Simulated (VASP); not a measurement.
# K3Ge (Fm-3m) in VASP: single point with PBE

Aim: the single point of K3Ge with PBE.

All numbers are computed with VASP 6.6.1; they aren't measurements. Logs are shortened: lines on timing, memory, paths and dates and some standing lists are left out, and cuts for length are marked.

**1. The cell of the first run**

It takes space group Fm-3m (No. 225, cubic). The conventional cell has a = 8.627 Å, b = 8.627 Å, c = 8.627 Å, α = 90.00°, β = 90.00°, γ = 90.00°. Within 4.9 Å of K (site symmetry -43m) lie 10 K at 3.74 to 4.31 Å and 4 Ge at 3.74 Å. K (site symmetry m-3m) has 8 K at 3.74 Å and 6 Ge at 4.31 Å within 4.9 Å. Within 4.9 Å of Ge (site symmetry m-3m) lie 14 K at 3.74 to 4.31 Å.

**2. Single point, PBE, collinear spin**

Input file INCAR:

```
  PREC = Accurate
  ENCUT = 520
  EDIFF = 1E-6
  ISMEAR = 0
  SIGMA = 0.1
  LREAL = F
  LASPH = T
  NELM = 150
  ALGO = Fast
  ISIF = 2
  LWAVE = F
  LCHARG = F
  ISPIN = 2
  MAGMOM = 0 0 0 1
  LORBIT = 11
  GGA = PE
  NBANDS = 32
```

Input file KPOINTS:

```
Automatic mesh
0
Gamma
  8 8 8
```

Input file POSCAR:

```
K3Ge
1.0
    0.0000000000      4.3133795609      4.3133795609
    4.3133795609      0.0000000000      4.3133795609
    4.3133795609      4.3133795609      0.0000000000
K Ge
3 1
Direct
    0.2500000000      0.2500000000      0.2500000000
    0.7500000000      0.7500000000      0.7500000000
    0.5000000000      0.5000000000      0.5000000000
    0.0000000000      0.0000000000      0.0000000000
```

Potentials or basis: VASP PAW PBE potentials, release 64 (K_sv, Ge_d).

Started as:

```console
$ cat potpaw_PBE.64/K_sv/POTCAR potpaw_PBE.64/Ge_d/POTCAR > POTCAR
$ mpirun -np 1 vasp_std > vasp.out
```

OUTCAR:

```text
PREC = Accurate
   ENCUT = 520
   EDIFF = 1E-6
   ISMEAR = 0
   LREAL = F
   LASPH = T
   NELM = 150
   ISIF = 2
   ISPIN = 2
   LORBIT = 11
   GGA = PE

 ion  position               nearest neighbor table
   1  0.250  0.250  0.250-   3 3.74   3 3.74   3 3.74   3 3.74
   2  0.750  0.750  0.750-   3 3.74   3 3.74   3 3.74   3 3.74
   3  0.500  0.500  0.500-   1 3.74   1 3.74   1 3.74   1 3.74   2 3.74   2 3.74   2 3.74   2 3.74

   4  0.000  0.000  0.000-

  LATTYP: Found a face centered cubic cell.
 ALAT       =     8.6267591218

  Lattice vectors:

 A1 = (   0.0000000000,   4.3133795609,   4.3133795609)
 A2 = (   4.3133795609,   0.0000000000,   4.3133795609)
 A3 = (   4.3133795609,   4.3133795609,   0.0000000000)

Analysis of symmetry for initial positions (statically):
=====================================================================
 Subroutine PRICEL returns:
 Original cell was already a primitive cell.

 Routine SETGRP: Setting up the symmetry group for a
 face centered cubic supercell.

 Subroutine GETGRP returns: Found 48 space group operations
 (whereof 48 operations were pure point group operations)
 out of a pool of 48 trial point group operations.

The static configuration has the point symmetry O_h .

Analysis of symmetry for dynamics (positions and initial velocities):
=====================================================================
 Subroutine PRICEL returns:
 Original cell was already a primitive cell.

 Routine SETGRP: Setting up the symmetry group for a
 face centered cubic supercell.

 Subroutine GETGRP returns: Found 48 space group operations
 (whereof 48 operations were pure point group operations)
 out of a pool of 48 trial point group operations.

The dynamic configuration has the point symmetry O_h .

Analysis of structural, dynamic, and magnetic symmetry:
=====================================================================
 Subroutine PRICEL returns:
 Original cell was already a primitive cell.

 Routine SETGRP: Setting up the symmetry group for a
 face centered cubic supercell.

 Subroutine GETGRP returns: Found 48 space group operations
 (whereof 48 operations were pure point group operations)
 out of a pool of 48 trial point group operations.

The overall configuration has the point symmetry O_h .

 Subroutine INISYM returns: Found 48 space group operations
 (whereof 48 operations are pure point group operations),
 and found     1 'primitive' translations

----------------------------------------------------------------------------------------

                                     Primitive cell

  volume of cell :     160.5030

  direct lattice vectors                    reciprocal lattice vectors
     0.000000000  4.313379561  4.313379561    -0.115918387  0.115918387  0.115918387
     4.313379561  0.000000000  4.313379561     0.115918387 -0.115918387  0.115918387
     4.313379561  4.313379561  0.000000000     0.115918387  0.115918387 -0.115918387

  length of vectors
     6.100039875  6.100039875  6.100039875     0.200776535  0.200776535  0.200776535

  position of ions in fractional coordinates (direct lattice)
     0.250000000  0.250000000  0.250000000
     0.750000000  0.750000000  0.750000000
     0.500000000  0.500000000  0.500000000
     0.000000000  0.000000000  0.000000000

  ion indices of the primitive-cell ions
   primitive index   ion index
                 1           1
                 2           2
                 3           3
                 4           4

----------------------------------------------------------------------------------------

 KPOINTS: Automatic mesh

Automatic generation of k-mesh.
 Grid dimensions read from file:
 generate k-points for:    8    8    8

 Generating k-lattice:

  Cartesian coordinates                     Fractional coordinates (reciprocal lattice)
    -0.014489798  0.014489798  0.014489798     0.125000000  0.000000000  0.000000000
     0.014489798 -0.014489798  0.014489798     0.000000000  0.125000000  0.000000000
     0.014489798  0.014489798 -0.014489798     0.000000000  0.000000000  0.125000000

  Length of vectors
     0.025097067  0.025097067  0.025097067

  Shift w.r.t. Gamma in fractional coordinates (k-lattice)
     0.000000000  0.000000000  0.000000000

 Subroutine IBZKPT returns following result:
 ===========================================

 Found     29 irreducible k-points:

 Following reciprocal coordinates:
            Coordinates               Weight
  0.000000  0.000000  0.000000      1.000000
  0.125000  0.000000  0.000000      8.000000
  0.250000  0.000000  0.000000      8.000000
  0.375000  0.000000  0.000000      8.000000
  0.500000  0.000000  0.000000      4.000000
  0.125000  0.125000  0.000000      6.000000
[... 16 lines left out ...]
  0.500000  0.250000  0.125000     48.000000
 -0.375000  0.250000  0.125000     24.000000
 [... further k-points ...]
   k-points           NKPTS =     29   k-points in BZ     NKDIM =     29   number of bands    NBANDS=     32
   number of dos      NEDOS =    301   number of ions     NIONS =      4
   total plane-waves  NPLWV = 110592
   dimension x,y,z NGX =    48 NGY =   48 NGZ =   48
   dimension x,y,z NGXF=    96 NGYF=   96 NGZF=   96
   ions per type =               3   1
   NGX,Y,Z   is equivalent  to a cutoff of  13.08, 13.08, 13.08 a.u.
   NGXF,Y,Z  is equivalent  to a cutoff of  26.16, 26.16, 26.16 a.u.
 SYSTEM =  unknown system
   PREC   = accura    normal or accurate (medium, high low for compatibility)
   ISTART =      0    job   : 0-new  1-cont  2-samecut
   ICHARG =      2    charge: 1-file 2-atom 10-const
   ISPIN  =      2    spin polarized calculation?
   LNONCOLLINEAR =      F non collinear calculations
   LSORBIT =      F    spin-orbit coupling
   LASPH  =      T    aspherical Exc in radial PAW
   ENCUT  =  520.0 eV  38.22 Ry    6.18 a.u.  11.34 11.34 11.34*2*pi/ulx,y,z
   NELM   =    150;   NELMIN=  2; NELMDL= -5     # of ELM steps
   EDIFF  = 0.1E-05   stopping-criterion for ELM
   LREAL  =      F    real-space projection
   EDIFFG = 0.1E-04   stopping-criterion for IOM
   NSW    =      0    number of steps for IOM
   IBRION =     -1    ionic relax: 0-MD 1-quasi-New 2-CG
   NFREE  =      0    steps in history (QN), initial steepest desc. (CG)
   ISIF   =      2    stress and relaxation
   ISYM   =      2    0-nonsym 1-usesym 2-fastsym
   POTIM  = 0.5000    time-step for ionic-motion
   TEBEG  =    0.0;   TEEND  =   0.0 temperature during run
   PSTRESS=    0.0 pullay stress
   NELECT =      41.0000    total number of electrons
   NUPDOWN=      -1.0000    fix difference up-down
   EMIN   =  10.00;   EMAX   =-10.00  energy-range for DOS
   EFERMI =   0.00;   METHOD = LEGACY
   ISMEAR =     0;   SIGMA  =   0.10  broadening in eV -4-tet -1-fermi 0-gaus
   EFERMI_NEDOS =   21; number of points for ismear=-14 and -15
   IALGO  =     68    algorithm
   IMIX   =      4    mixing-type and parameters
     AMIX     =   0.40;   BMIX     =  1.00
     AMIX_MAG =   1.60;   BMIX_MAG =  1.00
  volume/ion in A,a.u.               =      40.13       270.78
  Fermi-wavevector in a.u.,A,eV,Ry     =   1.038744  1.962941 14.680532  1.078989
  Thomas-Fermi vector in A             =   2.173242
   LORBIT       =     11    0 simple, 1 ext, 2 COOP (PROOUT), +10 PAW based schemes
   GGA     = PE    functional components
   LHFCALC =     F    Hartree Fock is set to
   AEXX    =    0.0000 exact exchange contribution
   IVDW    =     0    specifies the selected vdW correction
   LEPSILON=     F    determine dielectric tensor
   LRPA    =     F    only Hartree local field effects (RPA)
 spin polarized calculation
 RMM-DIIS sequential band-by-band and
 Gauss-broadening in eV      SIGMA  =   0.10
  energy-cutoff  :      520.00
  volume of cell :      160.50
 maximum number of plane-waves:      4349
 NGX is ok and might be reduce to    48
   NGX = 23   NGY = 23   NGZ = 23

 number of electron      41.0000012 magnetization       1.0039023

 Free energy of the ion-electron system (eV)
  ---------------------------------------------------
  ext. energy  EPLUGINS =         0.00000000
  ---------------------------------------------------
  free energy    TOTEN  =        -7.17560495 eV

  energy without entropy =       -7.15427519  energy(sigma->0) =       -7.16494007

 E-fermi :   1.0522     XC(G=0):  -7.3841

 val. band max:        1.0458702155   @ k =  -0.2500   0.1250   0.0000
 cond. band min:       1.0899329497   @ k =  -0.3750   0.2500   0.1250
 fundamental gap:      0.0440627342
 Fermi energy:         1.0521767786

 spin component 1

 k-point     1 :       0.0000    0.0000    0.0000
  band No.  band energies     occupation
      1     -31.0641      1.00000
      2     -30.2529      1.00000
      3     -30.2413      1.00000
      4     -22.7076      1.00000
      5     -22.7076      1.00000
      6     -22.7075      1.00000
[... 829 lines left out ...]
     31       6.1068      0.00000
     32       6.4624      0.00000

 [... further k-points ...]

 spin component 2

 k-point     1 :       0.0000    0.0000    0.0000
  band No.  band energies     occupation
      1     -31.0614      1.00000
      2     -30.2407      1.00000
      3     -30.2291      1.00000
      4     -22.6530      1.00000
      5     -22.6530      1.00000
      6     -22.6530      1.00000
[... 829 lines left out ...]
     31       6.1783      0.00000
     32       6.5861      0.00000

 [... further k-points ...]

------------------------ aborting loop because EDIFF is reached ----------------------------------------

  FORCE on cell =-STRESS in cart. coord.  units (eV):
  Direction    XX          YY          ZZ          XY          YZ          ZX
  --------------------------------------------------------------------------------------
  -------------------------------------------------------------------------------------
  Total        0.0246997      0.0246997      0.0246997      0.0000000      0.0000000      0.0000000
  in kB        0.2465585      0.2465585      0.2465585      0.0000000      0.0000000      0.0000000
  external PRESSURE =       0.2465585 kB  Pullay stress =       0.0000000 kB

 VOLUME and BASIS-vectors are now :
 -----------------------------------------------------------------------------
  energy-cutoff  :      520.00
  volume of cell :      160.50
      direct lattice vectors                 reciprocal lattice vectors
     0.000000000  4.313379561  4.313379561    -0.115918387  0.115918387  0.115918387
     4.313379561  0.000000000  4.313379561     0.115918387 -0.115918387  0.115918387
     4.313379561  4.313379561  0.000000000     0.115918387  0.115918387 -0.115918387

 POSITION                                       TOTAL-FORCE (eV/Angst)
 -----------------------------------------------------------------------------------
      2.15669      2.15669      2.15669        -0.000000     -0.000000     -0.000000
      6.47007      6.47007      6.47007         0.000000      0.000000      0.000000
      4.31338      4.31338      4.31338        -0.000000      0.000000     -0.000000
      0.00000      0.00000      0.00000        -0.000000      0.000000     -0.000000
 -----------------------------------------------------------------------------------
    total drift:                               -0.000000     -0.000000     -0.000000

  FREE ENERGIE OF THE ION-ELECTRON SYSTEM (eV)
  ---------------------------------------------------
  free  energy   TOTEN  =        -7.1756049541 eV

  energy  without entropy=       -7.1542751905  energy(sigma->0) =       -7.16494007

 total charge

# of ion       s       p       d       tot
------------------------------------------
    1        1.979   5.564   0.023   7.566
    2        1.979   5.564   0.023   7.566
    3        1.976   5.561   0.020   7.557
    4        1.198   0.969   9.953  12.120
--------------------------------------------------
tot          7.132  17.656  10.020  34.809

 magnetization (x)

# of ion       s       p       d       tot
------------------------------------------
    1       -0.003   0.008   0.007   0.012
    2       -0.003   0.008   0.007   0.012
    3       -0.004   0.003   0.004   0.004
    4       -0.002   0.309  -0.000   0.307
--------------------------------------------------
tot         -0.011   0.328   0.018   0.335
```

Wall time 21 min (1 thread of Intel Xeon 8259CL, shared host); peak memory 0.54 GiB.

What came out:

| Item | Value |
| --- | --- |
| Free energy | -7.1756 eV |
| Pressure | 0.0 GPa |
| Band gap on the k mesh | zero (filled and empty bands overlap) |
| Net moment | 1.00 μB per cell |
| Site moments | K +0.01, +0.00 (each value once); Ge +0.31 μB |
| Valence electrons inside the program's atomic spheres | K 7.57, 7.56 (each value once); Ge 12.12 |
